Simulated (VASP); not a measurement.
# InPt3C (Pm-3m) in VASP: notebook, part 2 of 2

VASP 6.6.1. The steps go on from the part before.

### 3 Single point, PBE

This run uses another cell than the first one, of 14.21 Å³/atom, 1.045 times its volume.

INCAR reads:

```
PREC = Accurate
ENCUT = 520
EDIFF = 1E-6
ISMEAR = 0
SIGMA = 0.1
LREAL = F
LASPH = T
NELM = 80
ALGO = Normal
ISIF = 2
LWAVE = F
LCHARG = F
GGA = PE
NBANDS = 32
```

KPOINTS reads:

```
Automatic mesh
0
Gamma
  6 6 6
```

POSCAR reads:

```
InPt3C
1.0
    4.1418570494      0.0000000000      0.0000000000
    0.0000000000      4.1418570494      0.0000000000
    0.0000000000      0.0000000000      4.1418570494
In Pt C
1 3 1
Direct
    0.0000000000      0.0000000000      0.0000000000
    0.5000000000      0.0000000000      0.5000000000
    0.5000000000      0.5000000000      0.0000000000
    0.0000000000      0.5000000000      0.5000000000
    0.5000000000      0.5000000000      0.5000000000
```

Potentials or basis: VASP PAW PBE potentials, release 64 (In_d, Pt, C).

Run with:

```
$ cat potpaw_PBE.64/In_d/POTCAR potpaw_PBE.64/Pt/POTCAR potpaw_PBE.64/C/POTCAR > POTCAR
$ mpirun -np 1 vasp_std > vasp.out
```

OUTCAR:

```text
PREC = Accurate
   ENCUT = 520
   EDIFF = 1E-6
   ISMEAR = 0
   LREAL = F
   LASPH = T
   NELM = 80
   ISIF = 2
   GGA = PE

 ion  position               nearest neighbor table
   1  0.000  0.000  0.000-   2 2.93   3 2.93   4 2.93   2 2.93   4 2.93   3 2.93   4 2.93   4 2.93
                             2 2.93   3 2.93   2 2.93   3 2.93
   2  0.500  0.000  0.500-   5 2.07   5 2.07   4 2.93   1 2.93   1 2.93   3 2.93   3 2.93   4 2.93
                             3 2.93   3 2.93   1 2.93   4 2.93   1 2.93   4 2.93
   3  0.500  0.500  0.000-   5 2.07   5 2.07   4 2.93   1 2.93   2 2.93   4 2.93   2 2.93   1 2.93
                             2 2.93   2 2.93   1 2.93   4 2.93   4 2.93   1 2.93
   4  0.000  0.500  0.500-   5 2.07   5 2.07   3 2.93   1 2.93   1 2.93   3 2.93   1 2.93   2 2.93
                             1 2.93   2 2.93   3 2.93   2 2.93   3 2.93   2 2.93
   5  0.500  0.500  0.500-   2 2.07   3 2.07   4 2.07   3 2.07   2 2.07   4 2.07

  LATTYP: Found a simple cubic cell.
 ALAT       =     4.1418570494

  Lattice vectors:

 A1 = (   4.1418570494,   0.0000000000,   0.0000000000)
 A2 = (   0.0000000000,   4.1418570494,   0.0000000000)
 A3 = (   0.0000000000,   0.0000000000,   4.1418570494)

Analysis of symmetry for initial positions (statically):
=====================================================================
 Subroutine PRICEL returns:
 Original cell was already a primitive cell.

 Routine SETGRP: Setting up the symmetry group for a
 simple cubic supercell.

 Subroutine GETGRP returns: Found 48 space group operations
 (whereof 48 operations were pure point group operations)
 out of a pool of 48 trial point group operations.

The static configuration has the point symmetry O_h .

Analysis of symmetry for dynamics (positions and initial velocities):
=====================================================================
 Subroutine PRICEL returns:
 Original cell was already a primitive cell.

 Routine SETGRP: Setting up the symmetry group for a
 simple cubic supercell.

 Subroutine GETGRP returns: Found 48 space group operations
 (whereof 48 operations were pure point group operations)
 out of a pool of 48 trial point group operations.

The dynamic configuration has the point symmetry O_h .

 Subroutine INISYM returns: Found 48 space group operations
 (whereof 48 operations are pure point group operations),
 and found     1 'primitive' translations

----------------------------------------------------------------------------------------

                                     Primitive cell

  volume of cell :      71.0535

  direct lattice vectors                    reciprocal lattice vectors
     4.141857049  0.000000000  0.000000000     0.241437594  0.000000000  0.000000000
     0.000000000  4.141857049  0.000000000     0.000000000  0.241437594  0.000000000
     0.000000000  0.000000000  4.141857049     0.000000000  0.000000000  0.241437594

  length of vectors
     4.141857049  4.141857049  4.141857049     0.241437594  0.241437594  0.241437594

  position of ions in fractional coordinates (direct lattice)
     0.000000000  0.000000000  0.000000000
     0.500000000  0.000000000  0.500000000
     0.500000000  0.500000000  0.000000000
     0.000000000  0.500000000  0.500000000
     0.500000000  0.500000000  0.500000000
[... 36 lines left out ...]
            Coordinates               Weight
  0.000000  0.000000  0.000000      1.000000
  0.166667  0.000000  0.000000      6.000000
  0.333333  0.000000  0.000000      6.000000
  0.500000  0.000000  0.000000      3.000000
  0.166667  0.166667  0.000000     12.000000
  0.333333  0.166667  0.000000     24.000000
[... 12 lines left out ...]
  0.500000  0.500000  0.333333      6.000000
  0.500000  0.500000  0.500000      1.000000
   k-points           NKPTS =     20   k-points in BZ     NKDIM =     20   number of bands    NBANDS=     32
   number of dos      NEDOS =    301   number of ions     NIONS =      5
   total plane-waves  NPLWV =  32768
   dimension x,y,z NGX =    32 NGY =   32 NGZ =   32
   dimension x,y,z NGXF=    64 NGYF=   64 NGZF=   64
   ions per type =               1   3   1
   NGX,Y,Z   is equivalent  to a cutoff of  12.84, 12.84, 12.84 a.u.
   NGXF,Y,Z  is equivalent  to a cutoff of  25.69, 25.69, 25.69 a.u.
 SYSTEM =  unknown system
   PREC   = accura    normal or accurate (medium, high low for compatibility)
   ISTART =      0    job   : 0-new  1-cont  2-samecut
   ICHARG =      2    charge: 1-file 2-atom 10-const
   ISPIN  =      1    spin polarized calculation?
   LNONCOLLINEAR =      F non collinear calculations
   LSORBIT =      F    spin-orbit coupling
   LASPH  =      T    aspherical Exc in radial PAW
   ENCUT  =  520.0 eV  38.22 Ry    6.18 a.u.   7.70  7.70  7.70*2*pi/ulx,y,z
   NELM   =     80;   NELMIN=  2; NELMDL= -5     # of ELM steps
   EDIFF  = 0.1E-05   stopping-criterion for ELM
   LREAL  =      F    real-space projection
   EDIFFG = 0.1E-04   stopping-criterion for IOM
   NSW    =      0    number of steps for IOM
   IBRION =     -1    ionic relax: 0-MD 1-quasi-New 2-CG
   NFREE  =      0    steps in history (QN), initial steepest desc. (CG)
   ISIF   =      2    stress and relaxation
   ISYM   =      2    0-nonsym 1-usesym 2-fastsym
   POTIM  = 0.5000    time-step for ionic-motion
   TEBEG  =    0.0;   TEEND  =   0.0 temperature during run
   PSTRESS=    0.0 pullay stress
   NELECT =      47.0000    total number of electrons
   NUPDOWN=      -1.0000    fix difference up-down
   EMIN   =  10.00;   EMAX   =-10.00  energy-range for DOS
   EFERMI =   0.00;   METHOD = LEGACY
   ISMEAR =     0;   SIGMA  =   0.10  broadening in eV -4-tet -1-fermi 0-gaus
   EFERMI_NEDOS =   21; number of points for ismear=-14 and -15
   IALGO  =     38    algorithm
   IMIX   =      4    mixing-type and parameters
     AMIX     =   0.40;   BMIX     =  1.00
     AMIX_MAG =   1.60;   BMIX_MAG =  1.00
  volume/ion in A,a.u.               =      14.21        95.90
  Fermi-wavevector in a.u.,A,eV,Ry     =   1.426414  2.695532 27.683199  2.034658
  Thomas-Fermi vector in A             =   2.546694
   LORBIT       =      0    0 simple, 1 ext, 2 COOP (PROOUT), +10 PAW based schemes
   GGA     = PE    functional components
   LHFCALC =     F    Hartree Fock is set to
   AEXX    =    0.0000 exact exchange contribution
   IVDW    =     0    specifies the selected vdW correction
   LEPSILON=     F    determine dielectric tensor
   LRPA    =     F    only Hartree local field effects (RPA)
 non-spin polarized calculation
 Gauss-broadening in eV      SIGMA  =   0.10
  energy-cutoff  :      520.00
  volume of cell :       71.05
 maximum number of plane-waves:      1936
 NGX is ok and might be reduce to    32
   NGX = 15   NGY = 15   NGZ = 15

 number of electron      46.9999984 magnetization

 Free energy of the ion-electron system (eV)
  ---------------------------------------------------
  ext. energy  EPLUGINS =         0.00000000
  ---------------------------------------------------
  free energy    TOTEN  =       -28.50370704 eV

  energy without entropy =      -28.48524636  energy(sigma->0) =      -28.49447670

 E-fermi :  11.6489     XC(G=0): -12.9045

 val. band max:       11.6447898961   @ k =   0.5000   0.3333   0.3333
 cond. band min:      11.6592738272   @ k =   0.3333   0.1667   0.0000
 fundamental gap:      0.0144839311
 Fermi energy:        11.6488681371

 k-point     1 :       0.0000    0.0000    0.0000
  band No.  band energies     occupation
      1      -3.8583      2.00000
      2      -3.7114      2.00000
      3      -3.7114      2.00000
      4      -3.6807      2.00000
      5      -3.6807      2.00000
      6      -3.6807      2.00000
[... 689 lines left out ...]
     31      20.9101      0.00000
     32      20.9101      0.00000

------------------------ aborting loop because EDIFF is reached ----------------------------------------

  FORCE on cell =-STRESS in cart. coord.  units (eV):
  Direction    XX          YY          ZZ          XY          YZ          ZX
  --------------------------------------------------------------------------------------
  -------------------------------------------------------------------------------------
  Total        8.2465503      8.2465503      8.2465503      0.0000000     -0.0000000      0.0000000
  in kB      185.9505963    185.9505963    185.9505963      0.0000000     -0.0000000      0.0000000
  external PRESSURE =     185.9505963 kB  Pullay stress =       0.0000000 kB

 VOLUME and BASIS-vectors are now :
 -----------------------------------------------------------------------------
  energy-cutoff  :      520.00
  volume of cell :       71.05
      direct lattice vectors                 reciprocal lattice vectors
     4.141857049  0.000000000  0.000000000     0.241437594  0.000000000  0.000000000
     0.000000000  4.141857049  0.000000000     0.000000000  0.241437594  0.000000000
     0.000000000  0.000000000  4.141857049     0.000000000  0.000000000  0.241437594

 POSITION                                       TOTAL-FORCE (eV/Angst)
 -----------------------------------------------------------------------------------
      0.00000      0.00000      0.00000         0.000000      0.000000      0.000000
      2.07093      0.00000      2.07093         0.000000      0.000000      0.000000
      2.07093      2.07093      0.00000         0.000000      0.000000      0.000000
      0.00000      2.07093      2.07093         0.000000      0.000000      0.000000
      2.07093      2.07093      2.07093         0.000000      0.000000      0.000000
 -----------------------------------------------------------------------------------
    total drift:                                0.000000     -0.000000     -0.000000

  FREE ENERGIE OF THE ION-ELECTRON SYSTEM (eV)
  ---------------------------------------------------
  free  energy   TOTEN  =       -28.5037070380 eV

  energy  without entropy=      -28.4852463643  energy(sigma->0) =      -28.49447670
```

OSZICAR:

```text
N       E                     dE             d eps       ncg     rms          rms(c)
DAV:   1     0.429212096796E+03    0.42921E+03   -0.21706E+04  1288   0.175E+03
DAV:   2     0.924904487567E+01   -0.41996E+03   -0.38670E+03  1424   0.456E+02
DAV:   3    -0.292504283598E+02   -0.38499E+02   -0.36539E+02  1480   0.127E+02
DAV:   4    -0.306978380310E+02   -0.14474E+01   -0.14333E+01  1528   0.238E+01
DAV:   5    -0.307545090724E+02   -0.56671E-01   -0.56660E-01  1792   0.492E+00    0.314E+01
DAV:   6    -0.286780258105E+02    0.20765E+01   -0.55415E+00  1624   0.190E+01    0.143E+01
DAV:   7    -0.285438531649E+02    0.13417E+00   -0.95009E-01  1432   0.644E+00    0.908E+00
DAV:   8    -0.285118233784E+02    0.32030E-01   -0.12798E-01  1616   0.276E+00    0.704E-01
DAV:   9    -0.285040258136E+02    0.77976E-02   -0.20410E-02  1664   0.126E+00    0.284E-01
DAV:  10    -0.285037208836E+02    0.30493E-03   -0.38205E-03  1584   0.487E-01    0.139E-01
DAV:  11    -0.285037122132E+02    0.86705E-05   -0.28296E-04  1512   0.109E-01    0.373E-02
DAV:  12    -0.285037064041E+02    0.58090E-05   -0.29418E-05  1752   0.627E-02    0.132E-02
DAV:  13    -0.285037070380E+02   -0.63391E-06   -0.14506E-06  1016   0.112E-02
   1 F= -.28503707E+02 E0= -.28494477E+02  d E =-.184607E-01
```

It took 32 s on 1 thread of Intel Xeon Platinum 8259CL at 2.50GHz (Skylake/Cascade Lake), shared host; peak memory 0.2 GiB.

What came out:

| Quantity | Value |
| --- | --- |
| Free energy | -28.5037 eV |
| Pressure | 18.6 GPa |

Caveat: spin-orbit coupling is left out, which moves the levels of the heavy elements.

### 4 Single point, PBE

This run uses another cell than the first one, of 14.83 Å³/atom, 1.091 times its volume.

INCAR reads:

```
  ALGO = Normal
  EDIFF = 1E-6
  ENCUT = 520
  GGA = PE
  ISIF = 2
  ISMEAR = 0
  LASPH = T
  LCHARG = F
  LREAL = F
  LWAVE = F
  NBANDS = 32
  NELM = 80
  PREC = Accurate
  SIGMA = 0.1
```

KPOINTS reads:

```
k-points
0
Gamma
  6 6 6
```

POSCAR: that of step 3 with these lines changed.

```diff
@@ -2,5 +2,5 @@
 1.0
-    4.1418570494      0.0000000000      0.0000000000
-    0.0000000000      4.1418570494      0.0000000000
-    0.0000000000      0.0000000000      4.1418570494
+    4.2010344310      0.0000000000      0.0000000000
+    0.0000000000      4.2010344310      0.0000000000
+    0.0000000000      0.0000000000      4.2010344310
 In Pt C
```

Potentials or basis: VASP PAW PBE potentials, release 64 (In_d, Pt, C).

Run with:

```
$ cat potpaw_PBE.64/In_d/POTCAR potpaw_PBE.64/Pt/POTCAR potpaw_PBE.64/C/POTCAR > POTCAR
$ mpirun -np 1 vasp_std > vasp.out
```

OUTCAR:

```text
EDIFF = 1E-6
   ENCUT = 520
   GGA = PE
   ISIF = 2
   ISMEAR = 0
   LASPH = T
   LREAL = F
   NELM = 80
   PREC = Accurate

 ion  position               nearest neighbor table
   1  0.000  0.000  0.000-   2 2.97   3 2.97   4 2.97   2 2.97   4 2.97   3 2.97   4 2.97   4 2.97
                             2 2.97   3 2.97   2 2.97   3 2.97
   2  0.500  0.000  0.500-   5 2.10   5 2.10   4 2.97   1 2.97   1 2.97   3 2.97   3 2.97   4 2.97
                             3 2.97   3 2.97   1 2.97   4 2.97   1 2.97   4 2.97
[... 903 lines left out ...]
  -------------------------------------------------------------------------------------
  Total        3.5476204      3.5476204      3.5476204     -0.0000000     -0.0000000     -0.0000000
  in kB       76.6617985     76.6617985     76.6617985     -0.0000000     -0.0000000     -0.0000000
  external PRESSURE =      76.6617985 kB  Pullay stress =       0.0000000 kB

 VOLUME and BASIS-vectors are now :
 -----------------------------------------------------------------------------
  energy-cutoff  :      520.00
  volume of cell :       74.14
      direct lattice vectors                 reciprocal lattice vectors
     4.201034431  0.000000000  0.000000000     0.238036611  0.000000000  0.000000000
     0.000000000  4.201034431  0.000000000     0.000000000  0.238036611  0.000000000
     0.000000000  0.000000000  4.201034431     0.000000000  0.000000000  0.238036611

 POSITION                                       TOTAL-FORCE (eV/Angst)
 -----------------------------------------------------------------------------------
      0.00000      0.00000      0.00000         0.000000      0.000000      0.000000
      2.10052      0.00000      2.10052         0.000000      0.000000      0.000000
      2.10052      2.10052      0.00000         0.000000      0.000000      0.000000
      0.00000      2.10052      2.10052         0.000000      0.000000      0.000000
      2.10052      2.10052      2.10052         0.000000      0.000000      0.000000
 -----------------------------------------------------------------------------------
    total drift:                                0.000000     -0.000000     -0.000000

  FREE ENERGIE OF THE ION-ELECTRON SYSTEM (eV)
  ---------------------------------------------------
  free  energy   TOTEN  =       -28.7548578205 eV

  energy  without entropy=      -28.7360937445  energy(sigma->0) =      -28.74547578
```

It took 31 s on 1 thread of Intel Xeon Platinum 8259CL at 2.50GHz (Skylake/Cascade Lake), shared host; peak memory 0.2 GiB.

Results:

| Quantity | Value |
| --- | --- |
| Free energy | -28.7549 eV |
| Pressure | 7.7 GPa |

Levels at points of the mesh, in eV from the Fermi level:
| k point | band 22 | band 23 | band 24 | band 25 | band 26 | band 27 |
| --- | --- | --- | --- | --- | --- | --- |
| (0.00, 0.00, 0.00) | -0.96 | -0.96 | -0.96 | 1.47 | 1.47 | 1.47 |
| (0.50, 0.00, 0.00) | -0.96 | -0.29 | -0.29 | 1.16 | 2.94 | 3.64 |
| (0.50, 0.50, 0.00) | -1.53 | -0.49 | -0.49 | 0.93 | 2.18 | 4.84 |
| (0.50, 0.50, 0.50) | -1.17 | -1.17 | -1.17 | 1.02 | 1.02 | 1.02 |

Caveat: spin-orbit coupling is left out, which moves the levels of the heavy elements.

### 5 The runs side by side

```tsv
cell	gap on the mesh (eV)	pressure (GPa)
a = 4.081 Å, 5 atoms	none	32.6
a = 4.142 Å, 5 atoms	none	18.6
a = 4.201 Å, 5 atoms	none	7.7
```

Alike in all rows: task single point; level PBE; potentials or basis VASP PAW PBE potentials, release 64 (In_d, Pt, C); no spin polarisation; k mesh 6 × 6 × 6; cutoff (eV) 520; smearing gaussian 0.1 eV.

Caveats: spin-orbit coupling is left out, which moves the levels of the heavy elements.

Total energies depend on the potentials used, so only differences within one code and one set of settings carry meaning.
